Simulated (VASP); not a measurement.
# PbO (P6_3mc) in VASP: G0W0 quasiparticle levels with PBE

Aim: the G0W0 quasiparticle levels of PbO with PBE.

Program: VASP 6.6.1. These are calculated values, not measurements. Logs are shortened: lines on timing, memory, paths and dates and some standing lists are left out, and cuts for length are marked.

**1. The cell of the first run**

The structure is hexagonal, space group P6_3mc (No. 186). The conventional cell has a = 4.197 Å, b = 4.197 Å, c = 5.622 Å, α = 90.00°, β = 90.00°, γ = 120.00°. Within 3.1 Å of Pb (site symmetry 3m) lie 4 O at 2.33 to 2.47 Å. O (site symmetry 3m) has 4 Pb at 2.33 to 2.47 Å within 3.1 Å.

**2. G0W0 quasiparticle levels, PBE**

Input file POSCAR:

```
PbO
1.0
    4.1968626294      0.0000000000      0.0000000000
   -2.0984313147      3.6345896532      0.0000000000
    0.0000000000      0.0000000000      5.6222899483
Pb O
2 2
Direct
    0.3333333333      0.6666666667     -0.0195315233
    0.6666666667      0.3333333333      0.4804684767
    0.3333333333      0.6666666667      0.3945315233
    0.6666666667      0.3333333333      0.8945315233
```

Input file INCAR.step1:

```
SYSTEM = PbO
  ALGO = Normal
  EDIFF = 1E-8
  ENCUT = 500
  GGA = PE
  ISMEAR = 0
  LASPH = .True.
  LCHARG = .False.
  LREAL = .False.
  LWAVE = .True.
  NELM = 100
  PREC = Accurate
  SIGMA = 0.01
```

Input file INCAR.step2:

```
SYSTEM = PbO
  ALGO = Exact
  EDIFF = 1E-8
  ENCUT = 500
  GGA = PE
  ISMEAR = 0
  ISTART = 1
  LASPH = .True.
  LCHARG = .False.
  LOPTICS = .True.
  LREAL = .False.
  LWAVE = .True.
  NBANDS = 161
  NELM = 1
  PREC = Accurate
  SIGMA = 0.01
```

Input file INCAR.step3:

```
SYSTEM = PbO
  ALGO = EVGW0
  EDIFF = 1E-8
  ENCUT = 500
  ENCUTGW = 80.0
  GGA = PE
  ISMEAR = 0
  ISTART = 1
  LASPH = .True.
  LCHARG = .False.
  LREAL = .False.
  LWAVE = .False.
  NBANDS = 161
  NBANDSGW = 30
  NELMGW = 1
  NOMEGA = 96
  OMEGAMAX = 20
  PREC = Accurate
  PRECFOCK = Fast
  SIGMA = 0.01
```

Input file KPOINTS:

```
k-points
0
Gamma
  6 6 2
  0 0 0
```

Potentials or basis: VASP PAW PBE potentials, release 64 (Pb_d_GW, O_GW).

Started as:

```sh
cat potpaw_PBE.64/Pb_d_GW/POTCAR potpaw_PBE.64/O_GW/POTCAR > POTCAR
cp INCAR.step1 INCAR
mpirun -np 1 vasp_std > vasp.out
cp INCAR.step2 INCAR
mpirun -np 1 vasp_std > vasp.out
cp INCAR.step3 INCAR
mpirun -np 1 vasp_std > vasp.out
```

OUTCAR:

```text
SYSTEM = PbO
   EDIFF = 1E-8
   ENCUT = 500
   ENCUTGW = 80.0
   GGA = PE
   ISMEAR = 0
   ISTART = 1
   LASPH = .True.
   LREAL = .False.
   NELMGW = 1
   PREC = Accurate
   PRECFOCK = Fast

 ion  position               nearest neighbor table
   1  0.333  0.667  0.980-   3 2.33   4 2.47   4 2.47   4 2.47
   2  0.667  0.333  0.480-   4 2.33   3 2.47   3 2.47   3 2.47
   3  0.333  0.667  0.395-   1 2.33   2 2.47   2 2.47   2 2.47
   4  0.667  0.333  0.895-   2 2.33   1 2.47   1 2.47   1 2.47

  LATTYP: Found a hexagonal cell.
 ALAT       =     4.1968626294
 C/A-ratio  =     1.3396411665

  Lattice vectors:

 A1 = (   4.1968626294,   0.0000000000,   0.0000000000)
 A2 = (  -2.0984313147,   3.6345896532,   0.0000000000)
 A3 = (   0.0000000000,   0.0000000000,   5.6222899483)

Analysis of symmetry for initial positions (statically):
=====================================================================
 Subroutine PRICEL returns:
 Original cell was already a primitive cell.

 Routine SETGRP: Setting up the symmetry group for a
 hexagonal supercell.

 Subroutine GETGRP returns: Found 12 space group operations
 (whereof  6 operations were pure point group operations)
 out of a pool of 24 trial point group operations.

The static configuration has the point symmetry C_3v.
 The point group associated with its full space group is C_6v.

Analysis of symmetry for dynamics (positions and initial velocities):
=====================================================================
 Subroutine PRICEL returns:
 Original cell was already a primitive cell.

 Routine SETGRP: Setting up the symmetry group for a
 hexagonal supercell.

 Subroutine GETGRP returns: Found 12 space group operations
 (whereof  6 operations were pure point group operations)
 out of a pool of 24 trial point group operations.

The dynamic configuration has the point symmetry C_3v.
 The point group associated with its full space group is C_6v.

 Subroutine INISYM returns: Found 12 space group operations
 (whereof  6 operations are pure point group operations),
 and found     1 'primitive' translations

----------------------------------------------------------------------------------------

                                     Primitive cell

  volume of cell :      85.7617

  direct lattice vectors                    reciprocal lattice vectors
     4.196862629  0.000000000  0.000000000     0.238273227  0.137567111  0.000000000
    -2.098431315  3.634589653  0.000000000     0.000000000  0.275134223  0.000000000
     0.000000000  0.000000000  5.622289948     0.000000000  0.000000000  0.177863470

  length of vectors
     4.196862629  4.196862629  5.622289948     0.275134223  0.275134223  0.177863470

  position of ions in fractional coordinates (direct lattice)
     0.333333333  0.666666667  0.980468477
     0.666666667  0.333333333  0.480468477
     0.333333333  0.666666667  0.394531523
     0.666666667  0.333333333  0.894531523

  ion indices of the primitive-cell ions
   primitive index   ion index
                 1           1
                 2           2
                 3           3
                 4           4

----------------------------------------------------------------------------------------

 KPOINTS: k-points

Automatic generation of k-mesh.
 Grid dimensions read from file:
 generate k-points for:    6    6    2

 Generating k-lattice:

  Cartesian coordinates                     Fractional coordinates (reciprocal lattice)
     0.039712204  0.022927852  0.000000000     0.166666667 -0.000000000  0.000000000
     0.000000000  0.045855704  0.000000000     0.000000000  0.166666667  0.000000000
     0.000000000  0.000000000  0.088931735     0.000000000  0.000000000  0.500000000

  Length of vectors
     0.045855704  0.045855704  0.088931735

  Shift w.r.t. Gamma in fractional coordinates (k-lattice)
     0.000000000  0.000000000  0.000000000

 Subroutine IBZKPT returns following result:
 ===========================================

 Found     14 irreducible k-points:

 Following reciprocal coordinates:
            Coordinates               Weight
  0.000000  0.000000  0.000000      1.000000
  0.166667 -0.000000  0.000000      6.000000
  0.333333 -0.000000  0.000000      6.000000
  0.500000  0.000000  0.000000      3.000000
  0.166667  0.166667  0.000000      6.000000
  0.333333  0.166667  0.000000     12.000000
  0.333333  0.333333  0.000000      2.000000
  0.000000  0.000000  0.500000      1.000000
  0.166667 -0.000000  0.500000      6.000000
  0.333333 -0.000000  0.500000      6.000000
  0.500000  0.000000  0.500000      3.000000
  0.166667  0.166667  0.500000      6.000000
  0.333333  0.166667  0.500000     12.000000
  0.333333  0.333333  0.500000      2.000000
   k-points           NKPTS =     14   k-points in BZ     NKDIM =     72   number of bands    NBANDS=    161
   number of dos      NEDOS =    301   number of ions     NIONS =      4
   total plane-waves  NPLWV =  43008
   dimension x,y,z NGX =    32 NGY =   32 NGZ =   42
   dimension x,y,z NGXF=    64 NGYF=   64 NGZF=   84
   ions per type =               2   2
   NGX,Y,Z   is equivalent  to a cutoff of  12.68, 12.68, 12.42 a.u.
   NGXF,Y,Z  is equivalent  to a cutoff of  25.35, 25.35, 24.84 a.u.
 SYSTEM =  PbO
   PREC   = accura    normal or accurate (medium, high low for compatibility)
   ISTART =      1    job   : 0-new  1-cont  2-samecut
   ICHARG =      0    charge: 1-file 2-atom 10-const
   ISPIN  =      1    spin polarized calculation?
   LNONCOLLINEAR =      F non collinear calculations
   LSORBIT =      F    spin-orbit coupling
   LASPH  =      T    aspherical Exc in radial PAW
   ENCUT  =  500.0 eV  36.75 Ry    6.06 a.u.   7.65  7.65 10.25*2*pi/ulx,y,z
   NELM   =     60;   NELMIN=  2; NELMDL=  0     # of ELM steps
   EDIFF  = 0.1E-07   stopping-criterion for ELM
   LREAL  =      F    real-space projection
   EDIFFG = 0.1E-06   stopping-criterion for IOM
   NSW    =      0    number of steps for IOM
   IBRION =     -1    ionic relax: 0-MD 1-quasi-New 2-CG
   NFREE  =      0    steps in history (QN), initial steepest desc. (CG)
   ISIF   =      0    stress and relaxation
   ISYM   =      3    0-nonsym 1-usesym 2-fastsym
   POTIM  = 0.5000    time-step for ionic-motion
   TEBEG  =    0.0;   TEEND  =   0.0 temperature during run
   PSTRESS=    0.0 pullay stress
   NELECT =      44.0000    total number of electrons
   NUPDOWN=      -1.0000    fix difference up-down
   EMIN   =  10.00;   EMAX   =-10.00  energy-range for DOS
   EFERMI =   0.00;   METHOD = LEGACY
   ISMEAR =     0;   SIGMA  =   0.01  broadening in eV -4-tet -1-fermi 0-gaus
   EFERMI_NEDOS =   21; number of points for ismear=-14 and -15
   IALGO  =     38    algorithm
   IMIX   =      4    mixing-type and parameters
     AMIX     =   0.40;   BMIX     =  1.00
     AMIX_MAG =   1.60;   BMIX_MAG =  1.00
  volume/ion in A,a.u.               =      21.44       144.69
  Fermi-wavevector in a.u.,A,eV,Ry     =   1.310573  2.476624 23.369393  1.717602
  Thomas-Fermi vector in A             =   2.441094
   LORBIT       =      0    0 simple, 1 ext, 2 COOP (PROOUT), +10 PAW based schemes
   GGA     = PE    functional components
   LHFCALC =     T    Hartree Fock is set to
   PRECFOCK=fast      Normal, Fast or Accurate (Low or Medium for compatibility)
   ENCUT4O =  -1.0   cutoff for four orbital integrals eV
   NKREDX  =     1    reduce k-point grid by
   NKREDY  =     1    reduce k-point grid by
   NKREDZ  =     1    reduce k-point grid by
   AEXX    =    1.0000 exact exchange contribution
   HFSCREEN=    0.0000 screening length (either q_TF or 0.3 A-1)
   HFSCREENC=   0.0000 screening length for correlation (either q_TF or 0.3 A-1)
   ENCUTFOCK=  -1.0 apply spherical cutoff to Coloumb kernel
   IVDW    =     0    specifies the selected vdW correction
   LEPSILON=     F    determine dielectric tensor
   LRPA    =     F    only Hartree local field effects (RPA)
   LRPAFORCE           =     F    calculate RPA forces
   ENCUTGW             =  80.0    cutoff for response function in eV
   ENCUTGWSOFT         =  64.0    soft cutoff for Coulomb kernel in GW response function in eV
   ENCUTLF             =  -1.0    cutoff for local field effects
   NELMGW              =     1    number of iterations in solving QP/BSE equation
   NELMHF              =     1    number of iterations in the inner HF iteration
   NKREDLFX            =     1    NKREDLFY  =   1   NKREDLFZ  =   1
 non-spin polarized calculation
 Gauss-broadening in eV      SIGMA  =   0.01
  energy-cutoff  :      500.00
  volume of cell :       85.76
 maximum number of plane-waves:      2211
 NGX is ok and might be reduce to    32
  NGX = 18; NGY = 18; NGZ = 24
   NGX = 15   NGY = 15   NGZ = 21
 maximum number of plane-waves:       153
 NGX is ok and might be reduce to    14

 QP shifts <psi_nk| G(iteration)W_0 |psi_nk>: iteration 1
 for sc-GW calculations column KS-energies equals QP-energies in previous step
 and V_xc(KS)=  KS-energies - (<T + V_ion + V_H > + <T+V_H+V_ion>^1  + <V_x>^1)

 k-point   1 :       0.0000    0.0000    0.0000
  band No.  KS-energies  QP-energies   sigma(KS)   V_xc(KS)     V^pw_x(r,r')   Z            occupation Imag(sigma)

      1    -136.5328    -159.6193     -28.7218       5.4429     -36.1667       0.6757       2.0000       0.1324
      2    -136.5328    -159.6193     -28.7218       5.4429     -36.1667       0.6757       2.0000       0.1324
      3     -15.5966     -17.9504     -19.8601     -16.1285     -28.9177       0.6308       2.0000       0.9714
      4     -15.4114     -16.1272     -19.3889     -18.3131     -29.6793       0.6654       2.0000       1.3701
      5     -13.9488     -21.1680     -20.1831      -9.8959     -25.2681       0.7018       2.0000       0.2616
      6     -13.9488     -21.1680     -20.1831      -9.8959     -25.2681       0.7018       2.0000       0.2616
[... 22 lines left out ...]
     29       9.9745       9.9465     -10.9075     -10.8702      -6.2578       0.7501       0.0000      -0.3419
     30      12.3800      12.0405      -7.6752      -7.2421      -2.8803       0.7838       0.0000      -0.4230

 k-point   2 :       0.1667   -0.0000    0.0000
  band No.  KS-energies  QP-energies   sigma(KS)   V_xc(KS)     V^pw_x(r,r')   Z            occupation Imag(sigma)

      1    -136.5327    -159.7349     -28.7218       5.4437     -36.1667       0.6791       2.0000       0.1324
      2    -136.5327    -159.7349     -28.7218       5.4437     -36.1667       0.6791       2.0000       0.1324
      3     -15.5852     -17.9310     -19.8742     -16.1321     -28.9288       0.6269       2.0000       0.9575
      4     -15.4232     -16.4456     -19.4946     -17.9269     -29.5571       0.6521       2.0000       1.2805
      5     -13.9525     -21.1669     -20.1710      -9.8805     -25.2402       0.7011       2.0000       0.2425
      6     -13.9289     -21.1423     -20.1684      -9.8729     -25.2171       0.7006       2.0000       0.2096
[... 22 lines left out ...]
     29      11.2253      10.9505      -8.2876      -7.9360      -3.5678       0.7817       0.0000      -0.3921
     30      12.2388      11.9276      -7.8446      -7.4440      -3.0141       0.7768       0.0000      -0.4032

 k-point   3 :       0.3333   -0.0000    0.0000
  band No.  KS-energies  QP-energies   sigma(KS)   V_xc(KS)     V^pw_x(r,r')   Z            occupation Imag(sigma)
[... 369 lines left out ...]
     29      12.1407      11.9601      -8.8146      -8.5776      -4.0046       0.7621       0.0000      -0.3941
     30      12.1407      11.9601      -8.8146      -8.5776      -4.0046       0.7621       0.0000      -0.3941

 k-point  14 :       0.3333    0.3333    0.5000
  band No.  KS-energies  QP-energies   sigma(KS)   V_xc(KS)     V^pw_x(r,r')   Z            occupation Imag(sigma)

      1    -136.5326    -160.2536     -28.7218       5.4446     -36.1667       0.6943       2.0000       0.1324
      2    -136.5326    -160.2536     -28.7218       5.4446     -36.1667       0.6943       2.0000       0.1324
      3     -15.4443     -17.4305     -19.9266     -16.6411     -29.1992       0.6045       2.0000       0.9546
      4     -15.4443     -17.4305     -19.9266     -16.6411     -29.1992       0.6045       2.0000       0.9546
      5     -13.9234     -21.1698     -20.1861      -9.8985     -25.2697       0.7044       2.0000       0.2526
      6     -13.9234     -21.1698     -20.1861      -9.8985     -25.2697       0.7044       2.0000       0.2526
[... 22 lines left out ...]
     29      12.4977      12.2532      -8.0616      -7.7452      -3.3042       0.7726       0.0000      -0.3581
     30      12.4977      12.2532      -8.0616      -7.7452      -3.3042       0.7726       0.0000      -0.3581
```

It took 42 min on 1 thread of Intel Xeon 6975P-C (Granite Rapids), shared host; peak memory 1.6 GiB.

What came out:

```yaml
Quasiparticle_gap: 2.18 eV
Least_direct_quasiparticle_gap: 2.23 eV
Band_gap_of_the_starting_levels_on_the_mesh: 1.87 eV
Least_direct_gap_of_the_starting_levels_on_the_mesh: 2.07 eV
```

Caveat: the k points lie up to 0.56 Å⁻¹ apart; bands, screening cutoff and mesh are small and nothing is extrapolated, so the quasiparticle values aren't converged; the structure was generated, so it needn't be the stable form of PbO; spin-orbit coupling is left out, which moves the levels of the heavy elements.
